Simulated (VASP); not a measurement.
# Al2Cu (Pmm2) in VASP: a series of runs

The runs below take Al2Cu through single point, with PBE.

Program: VASP 6.6.1. These are calculated values, not measurements. Logs are shortened: lines on timing, memory, paths and dates and some standing lists are left out, and cuts for length are marked.

## Step 1: The cell of the first run

It takes space group Pmm2 (No. 25, orthorhombic). The conventional cell has a = 2.885 Å, b = 4.121 Å, c = 4.121 Å, α = 90.00°, β = 90.00°, γ = 90.00°. Within 3.2 Å of Al (site symmetry mm2) lie 4 Cu at 2.39 to 2.64 Å and 4 Al at 2.57 to 2.88 Å. Al (site symmetry mm2) has 6 Al at 2.57 to 3.31 Å and 4 Cu at 2.61 Å within 3.4 Å. Cu (site symmetry mm2) has 8 Al at 2.39 to 2.64 Å and 2 Cu at 2.88 Å within 3.2 Å.

## Step 2: Single point, PBE (mode 4 frozen in at -0.488 Å and mode 9 at +0.000 Å (largest displacements))

Contents of INCAR:

```
SYSTEM = Al2Cu
ALGO     = Fast           ! electronic algorithm
EDIFF    = 1E-6           ! SCF threshold, eV
ENCUT    = 520            ! plane-wave cutoff, eV
GGA      = PE             ! functional
ISIF     = 2              ! what is computed and relaxed
ISMEAR   = 0              ! smearing method
LASPH    = .TRUE.         ! aspherical terms in the spheres
LCHARG   = .FALSE.        ! write CHGCAR
LREAL    = .FALSE.        ! projectors in reciprocal space
LWAVE    = .FALSE.        ! write WAVECAR
NBANDS   = 16             ! bands
NELM     = 100            ! most SCF steps
PREC     = Accurate       ! precision mode
SIGMA    = 0.15           ! smearing width, eV
```

Contents of KPOINTS:

```
k-points
0
G
  10 10 14
  0 0 0
```

Contents of POSCAR:

```
Al2Cu
1.0
    4.1211626268      0.0000000000      0.0000000000
    0.0000000000      4.1211626268      0.0000000000
    0.0000000000      0.0000000000      2.8847334069
Al Cu
2 1
Direct
    0.5090462006      0.0000000000      0.5000000000
   -0.1184131868      0.5000000000      0.5000000000
    0.0464370620      0.0000000000      0.0000000000
```

Potentials or basis: VASP PAW PBE potentials, release 64 (Al, Cu).

The run is started by

```
$ cat potpaw_PBE.64/Al/POTCAR potpaw_PBE.64/Cu/POTCAR > POTCAR
$ mpirun -np 1 vasp_std > vasp.out
```

OUTCAR:

```text
SYSTEM = Al2Cu
   EDIFF = 1E-6
   ENCUT = 520
   GGA = PE
   ISIF = 2
   ISMEAR = 0
   LASPH = .TRUE.
   LREAL = .FALSE.
   NELM = 100
   PREC = Accurate

 ion  position               nearest neighbor table
   1  0.509  0.000  0.500-   3 2.39   3 2.39   2 2.57   2 2.57   3 2.64   3 2.64   2 3.31   2 3.31

   2  0.882  0.500  0.500-   1 2.57   1 2.57   3 2.61   3 2.61   3 2.61   3 2.61   1 3.31   1 3.31

   3  0.046  0.000  0.000-   1 2.39   1 2.39   2 2.61   2 2.61   2 2.61   2 2.61   1 2.64   1 2.64

  LATTYP: Found a simple tetragonal cell.
 ALAT       =     4.1211626268
 C/A-ratio  =     0.6999804832

  Lattice vectors:

 A1 = (   4.1211626268,   0.0000000000,   0.0000000000)
 A2 = (   0.0000000000,   4.1211626268,   0.0000000000)
 A3 = (   0.0000000000,   0.0000000000,   2.8847334069)

Analysis of symmetry for initial positions (statically):
=====================================================================
 Subroutine PRICEL returns:
 Original cell was already a primitive cell.

 Routine SETGRP: Setting up the symmetry group for a
 simple tetragonal supercell.

 Subroutine GETGRP returns: Found  4 space group operations
 (whereof  4 operations were pure point group operations)
 out of a pool of 16 trial point group operations.

The static configuration has the point symmetry C_2v.

Analysis of symmetry for dynamics (positions and initial velocities):
=====================================================================
 Subroutine PRICEL returns:
 Original cell was already a primitive cell.

 Routine SETGRP: Setting up the symmetry group for a
 simple tetragonal supercell.

 Subroutine GETGRP returns: Found  4 space group operations
 (whereof  4 operations were pure point group operations)
 out of a pool of 16 trial point group operations.

The dynamic configuration has the point symmetry C_2v.

 Subroutine INISYM returns: Found  4 space group operations
 (whereof  4 operations are pure point group operations),
 and found     1 'primitive' translations

----------------------------------------------------------------------------------------

                                     Primitive cell

  volume of cell :      48.9943

  direct lattice vectors                    reciprocal lattice vectors
     4.121162627  0.000000000  0.000000000     0.242649973  0.000000000  0.000000000
     0.000000000  4.121162627  0.000000000     0.000000000  0.242649973  0.000000000
     0.000000000  0.000000000  2.884733407     0.000000000  0.000000000  0.346652484

  length of vectors
     4.121162627  4.121162627  2.884733407     0.242649973  0.242649973  0.346652484

  position of ions in fractional coordinates (direct lattice)
     0.509046201  0.000000000  0.500000000
     0.881586813  0.500000000  0.500000000
     0.046437062  0.000000000  0.000000000

  ion indices of the primitive-cell ions
   primitive index   ion index
                 1           1
                 2           2
                 3           3

----------------------------------------------------------------------------------------

 KPOINTS: k-points

Automatic generation of k-mesh.
 Grid dimensions read from file:
 generate k-points for:   10   10   14

 Generating k-lattice:

  Cartesian coordinates                     Fractional coordinates (reciprocal lattice)
     0.024264997  0.000000000  0.000000000     0.100000000  0.000000000  0.000000000
     0.000000000  0.024264997  0.000000000     0.000000000  0.100000000  0.000000000
     0.000000000  0.000000000  0.024760892     0.000000000  0.000000000  0.071428571

  Length of vectors
     0.024264997  0.024264997  0.024760892

  Shift w.r.t. Gamma in fractional coordinates (k-lattice)
     0.000000000  0.000000000  0.000000000

 Subroutine IBZKPT returns following result:
 ===========================================

 Found    288 irreducible k-points:

 Following reciprocal coordinates:
            Coordinates               Weight
  0.000000  0.000000  0.000000      1.000000
  0.100000  0.000000  0.000000      2.000000
  0.000000  0.100000  0.000000      2.000000
  0.200000  0.000000  0.000000      2.000000
  0.000000  0.200000  0.000000      2.000000
  0.300000  0.000000  0.000000      2.000000
[... 16 lines left out ...]
 -0.200000  0.300000  0.000000      4.000000
  0.400000  0.200000  0.000000      4.000000
 [... further k-points ...]
   k-points           NKPTS =    288   k-points in BZ     NKDIM =    288   number of bands    NBANDS=     16
   number of dos      NEDOS =    301   number of ions     NIONS =      3
   total plane-waves  NPLWV =  24576
   dimension x,y,z NGX =    32 NGY =   32 NGZ =   24
   dimension x,y,z NGXF=    64 NGYF=   64 NGZF=   48
   ions per type =               2   1
   NGX,Y,Z   is equivalent  to a cutoff of  12.91, 12.91, 13.83 a.u.
   NGXF,Y,Z  is equivalent  to a cutoff of  25.82, 25.82, 27.66 a.u.
 SYSTEM =  Al2Cu
   PREC   = accura    normal or accurate (medium, high low for compatibility)
   ISTART =      0    job   : 0-new  1-cont  2-samecut
   ICHARG =      2    charge: 1-file 2-atom 10-const
   ISPIN  =      1    spin polarized calculation?
   LNONCOLLINEAR =      F non collinear calculations
   LSORBIT =      F    spin-orbit coupling
   LASPH  =      T    aspherical Exc in radial PAW
   ENCUT  =  520.0 eV  38.22 Ry    6.18 a.u.   7.66  7.66  5.36*2*pi/ulx,y,z
   NELM   =    100;   NELMIN=  2; NELMDL= -5     # of ELM steps
   EDIFF  = 0.1E-05   stopping-criterion for ELM
   LREAL  =      F    real-space projection
   EDIFFG = 0.1E-04   stopping-criterion for IOM
   NSW    =      0    number of steps for IOM
   IBRION =     -1    ionic relax: 0-MD 1-quasi-New 2-CG
   NFREE  =      0    steps in history (QN), initial steepest desc. (CG)
   ISIF   =      2    stress and relaxation
   ISYM   =      2    0-nonsym 1-usesym 2-fastsym
   POTIM  = 0.5000    time-step for ionic-motion
   TEBEG  =    0.0;   TEEND  =   0.0 temperature during run
   PSTRESS=    0.0 pullay stress
   NELECT =      17.0000    total number of electrons
   NUPDOWN=      -1.0000    fix difference up-down
   EMIN   =  10.00;   EMAX   =-10.00  energy-range for DOS
   EFERMI =   0.00;   METHOD = LEGACY
   ISMEAR =     0;   SIGMA  =   0.15  broadening in eV -4-tet -1-fermi 0-gaus
   EFERMI_NEDOS =   21; number of points for ismear=-14 and -15
   IALGO  =     68    algorithm
   IMIX   =      4    mixing-type and parameters
     AMIX     =   0.40;   BMIX     =  1.00
     AMIX_MAG =   1.60;   BMIX_MAG =  1.00
  volume/ion in A,a.u.               =      16.33       110.21
  Fermi-wavevector in a.u.,A,eV,Ry     =   1.150384  2.173910 18.005716  1.323383
  Thomas-Fermi vector in A             =   2.287048
   LORBIT       =      0    0 simple, 1 ext, 2 COOP (PROOUT), +10 PAW based schemes
   GGA     = PE    functional components
   LHFCALC =     F    Hartree Fock is set to
   AEXX    =    0.0000 exact exchange contribution
   IVDW    =     0    specifies the selected vdW correction
   LEPSILON=     F    determine dielectric tensor
   LRPA    =     F    only Hartree local field effects (RPA)
 non-spin polarized calculation
 RMM-DIIS sequential band-by-band and
 Gauss-broadening in eV      SIGMA  =   0.15
  energy-cutoff  :      520.00
  volume of cell :       48.99
 maximum number of plane-waves:      1339
   NGX = 15   NGY = 15   NGZ = 11

 number of electron      16.9999981 magnetization

 Free energy of the ion-electron system (eV)
  ---------------------------------------------------
  ext. energy  EPLUGINS =         0.00000000
  ---------------------------------------------------
  free energy    TOTEN  =       -10.94022182 eV

  energy without entropy =      -10.92724473  energy(sigma->0) =      -10.93373328

 E-fermi :   6.9586     XC(G=0): -10.3577

 val. band max:        6.9469687101   @ k =   0.0000   0.4000   0.2143
 cond. band min:       6.9681830144   @ k =   0.3000   0.2000   0.2857
 fundamental gap:      0.0212143043
 Fermi energy:         6.9586327608

 k-point     1 :       0.0000    0.0000    0.0000
  band No.  band energies     occupation
      1      -3.4199      2.00000
      2       1.9296      2.00000
      3       2.3261      2.00000
      4       2.9169      2.00000
      5       3.1420      2.00000
      6       3.3061      2.00000
[... 8 lines left out ...]
     15      14.3805      0.00000
     16      18.6400      0.00000

 k-point     2 :       0.1000    0.0000    0.0000
  band No.  band energies     occupation
      1      -3.3364      2.00000
      2       1.8581      2.00000
      3       2.3218      2.00000
      4       2.8848      2.00000
      5       3.1388      2.00000
      6       3.3066      2.00000
[... 8 lines left out ...]
     15      15.4080      0.00000
     16      19.0236      0.00000

 k-point     3 :       0.0000    0.1000    0.0000
  band No.  band energies     occupation
      1      -3.3373      2.00000
      2       1.8548      2.00000
      3       2.2862      2.00000
      4       2.9020      2.00000
      5       3.1422      2.00000
      6       3.3027      2.00000
[... 8 lines left out ...]
     15      15.6009      0.00000
     16      19.0038      0.00000

 k-point     4 :       0.2000    0.0000    0.0000
  band No.  band energies     occupation
      1      -3.0894      2.00000
      2       1.5095      2.00000
      3       2.3281      2.00000
      4       2.8109      2.00000
      5       3.1303      2.00000
      6       3.3079      2.00000
[... 8 lines left out ...]
     15      17.0756      0.00000
     16      18.4430      0.00000

 k-point     5 :       0.0000    0.2000    0.0000
  band No.  band energies     occupation
      1      -3.0928      2.00000
      2       1.4535      2.00000
      3       2.2441      2.00000
      4       2.8797      2.00000
      5       3.1427      2.00000
      6       3.2938      2.00000
[... 8 lines left out ...]
     15      17.1744      0.00000
     16      18.2920      0.00000

 k-point     6 :       0.3000    0.0000    0.0000
  band No.  band energies     occupation
      1      -2.6937      2.00000
      2       0.7714      2.00000
      3       2.3596      2.00000
      4       2.7339      2.00000
      5       3.0019      2.00000
      6       3.1199      2.00000
[... 8 lines left out ...]
     15      17.4890      0.00000
     16      18.8966      0.00000
[... 267 lines left out ...]
 k-point    21 :       0.2000    0.2000    0.0000
  band No.  band energies     occupation
      1      -2.7620      2.00000
      2       1.4367      2.00000
      3       2.0412      2.00000
      4       2.7522      2.00000
      5       3.1313      2.00000
      6       3.2959      2.00000
[... 8 lines left out ...]
     15      17.1564      0.00000
     16      18.2000      0.00000

 k-point    22 :       0.3000    0.2000    0.0000
  band No.  band energies     occupation
      1      -2.3656      2.00000
      2       0.9650      2.00000
      3       1.9929      2.00000
      4       2.6673      2.00000
      5       3.0858      2.00000
      6       3.1212      2.00000
[... 8 lines left out ...]
     15      17.6496      0.00000
     16      17.9032      0.00000

 k-point    23 :      -0.2000    0.3000    0.0000
  band No.  band energies     occupation
      1      -2.3675      2.00000
      2       0.8639      2.00000
      3       2.0278      2.00000
      4       2.7525      2.00000
      5       3.1322      2.00000
      6       3.2852      2.00000
[... 8 lines left out ...]
     15      17.4905      0.00000
     16      17.8064      0.00000

 k-point    24 :       0.4000    0.2000    0.0000
  band No.  band energies     occupation
      1      -1.8727      2.00000
      2       0.2132      2.00000
      3       2.0929      2.00000
      4       2.5989      2.00000
      5       2.9172      2.00000
      6       3.1130      2.00000
[... 8 lines left out ...]
     15      16.8915      0.00000
     16      18.8384      0.00000

 [... further k-points ...]

------------------------ aborting loop because EDIFF is reached ----------------------------------------

  FORCE on cell =-STRESS in cart. coord.  units (eV):
  Direction    XX          YY          ZZ          XY          YZ          ZX
  --------------------------------------------------------------------------------------
  -------------------------------------------------------------------------------------
  Total        2.0874753      1.2354119     -0.0707427      0.0000000      0.0000000      0.0000000
  in kB       68.2632159     40.3996093     -2.3133799      0.0000000      0.0000000      0.0000000
  external PRESSURE =      35.4498151 kB  Pullay stress =       0.0000000 kB

 VOLUME and BASIS-vectors are now :
 -----------------------------------------------------------------------------
  energy-cutoff  :      520.00
  volume of cell :       48.99
      direct lattice vectors                 reciprocal lattice vectors
     4.121162627  0.000000000  0.000000000     0.242649973  0.000000000  0.000000000
     0.000000000  4.121162627  0.000000000     0.000000000  0.242649973  0.000000000
     0.000000000  0.000000000  2.884733407     0.000000000  0.000000000  0.346652484

 POSITION                                       TOTAL-FORCE (eV/Angst)
 -----------------------------------------------------------------------------------
      2.09786      0.00000      1.44237        -0.206301      0.000000      0.000000
      3.63316      2.06058      1.44237         1.242926      0.000000      0.000000
      0.19137      0.00000      0.00000        -1.036624      0.000000      0.000000
 -----------------------------------------------------------------------------------
    total drift:                               -0.000314     -0.000000     -0.000001

  FREE ENERGIE OF THE ION-ELECTRON SYSTEM (eV)
  ---------------------------------------------------
  free  energy   TOTEN  =       -10.9402218200 eV

  energy  without entropy=      -10.9272447331  energy(sigma->0) =      -10.93373328
```

It took 1.7 min on 1 thread of Intel Xeon Platinum 8559C (Emerald Rapids), shared host; peak memory 0.33 GiB.

What came out:

| Property | Result |
| --- | --- |
| Free energy | -10.9402 eV |
| Pressure | 3.5 GPa |
| Largest force | 1.243 eV/Å |

Forces in eV/Å, atoms in the order of the input:
```
Al  -0.206  0.000  0.000
Al   1.243  0.000  0.000
Cu  -1.037  0.000  0.000
```

Levels at points of the mesh, in eV from the Fermi level:
| k point | band 5 | band 6 | band 7 | band 8 | band 9 | band 10 | band 11 | band 12 | band 13 | band 14 |
| --- | --- | --- | --- | --- | --- | --- | --- | --- | --- | --- |
| (0.00, 0.00, 0.00) | -3.82 | -3.65 | -2.23 | -2.13 | -0.13 | 0.54 | 5.85 | 6.16 | 6.90 | 7.30 |
| (0.50, 0.00, 0.00) | -4.09 | -3.85 | -3.65 | -0.68 | 1.14 | 1.37 | 2.47 | 7.64 | 8.43 | 9.15 |
| (0.00, 0.50, 0.00) | -3.93 | -3.81 | -3.69 | -1.00 | 0.55 | 1.97 | 3.01 | 7.54 | 8.28 | 8.75 |
| (0.50, 0.50, 0.00) | -4.08 | -3.85 | -3.83 | -3.68 | -2.57 | 8.47 | 8.50 | 9.48 | 9.57 | 9.85 |
| (0.00, 0.00, 0.50) | -4.35 | -3.81 | -2.77 | 1.88 | 1.99 | 2.03 | 2.97 | 3.59 | 3.76 | 3.99 |
| (0.50, 0.00, 0.50) | -3.92 | -3.91 | -3.22 | -1.99 | -1.86 | 2.42 | 4.48 | 5.05 | 5.31 | 5.57 |
| (0.00, 0.50, 0.50) | -4.01 | -3.69 | -2.66 | -2.21 | -1.87 | 3.83 | 3.95 | 4.11 | 5.35 | 6.08 |
| (0.50, 0.50, 0.50) | -3.59 | -3.01 | -2.31 | -1.71 | -1.67 | -0.46 | -0.27 | 0.78 | 2.19 | 11.86 |

Caveat: the cell differs from its parent crystal (mode 4 frozen in at -0.488 Å and mode 9 at +0.000 Å (largest displacements)); forces of over 1 eV/Å act on the atoms, so gaps and moduli don't describe the material at rest.

## Step 3: Single point, PBE (mode 4 frozen in at +0.000 Å and mode 9 at -0.142 Å (largest displacements))

Contents of INCAR:

```
ALGO = Fast
EDIFF = 1E-6
ENCUT = 520
GGA = PE
ISIF = 2
ISMEAR = 0
LASPH = T
LCHARG = F
LREAL = F
LWAVE = F
NBANDS = 16
NELM = 100
PREC = Accurate
SIGMA = 0.15
```

Contents of KPOINTS:

```
k-points
0
Gamma
  10 10 14
```

Contents of POSCAR:

```
Al2Cu
1.0
    4.1211626268      0.0000000000      0.0000000000
    0.0000000000      4.1211626268      0.0000000000
    0.0000000000      0.0000000000      2.8847334069
Al Cu
2 1
Direct
    0.5000000000      0.0078152784      0.5000000000
    0.0000000000      0.4655437038      0.5000000000
    0.0000000000      0.0113117371      0.0000000000
```

Potentials or basis: VASP PAW PBE potentials, release 64 (Al, Cu).

The run is started by

```
$ cat potpaw_PBE.64/Al/POTCAR potpaw_PBE.64/Cu/POTCAR > POTCAR
$ mpirun -np 1 vasp_std > vasp.out
```

It took 1.9 min on 1 thread of Intel Xeon Platinum 8559C (Emerald Rapids), shared host; peak memory 0.33 GiB.

It converged, with:

| Quantity | Value |
| --- | --- |
| Free energy | -11.1468 eV |
| Pressure | 1.6 GPa |
| Largest force | 1.691 eV/Å |

Forces in eV/Å, atoms in the order of the input:
```
Al   0.000 -0.376  0.000
Al   0.000  1.691  0.000
Cu   0.000 -1.315  0.000
```

Stress tensor (GPa, compression positive):
```
0.66 0.00 0.00
0.00 2.29 0.00
0.00 0.00 1.75
```

Levels at points of the mesh, in eV from the Fermi level:
```
           k point  band 6  band 7  band 8  band 9  band 10  band 11  band 12  band 13
(0.00, 0.00, 0.00)   -4.03   -2.39   -2.30   -0.16     0.88     6.06     6.12     6.15
(0.50, 0.00, 0.00)   -4.06   -4.06   -0.96    1.49     1.82     1.82     7.44     8.28
(0.00, 0.50, 0.00)   -4.10   -4.03   -1.15    1.64     1.65     1.94     7.37     8.39
(0.50, 0.50, 0.00)   -4.19   -4.09   -4.06   -2.39     8.47     8.53     9.15     9.60
(0.00, 0.00, 0.50)   -4.06   -3.01    2.36    2.50     2.51     2.76     2.95     3.13
(0.50, 0.00, 0.50)   -4.10   -3.01   -2.47   -1.68     3.66     4.08     4.08     5.22
(0.00, 0.50, 0.50)   -4.14   -3.01   -2.35   -1.68     3.50     3.94     4.52     4.88
(0.50, 0.50, 0.50)   -3.40   -2.27   -2.25   -0.87    -0.71    -0.07    -0.04     2.48
```

Caveat: the cell differs from its parent crystal (mode 4 frozen in at +0.000 Å and mode 9 at -0.142 Å (largest displacements)); forces of over 1 eV/Å act on the atoms, so gaps and moduli don't describe the material at rest.
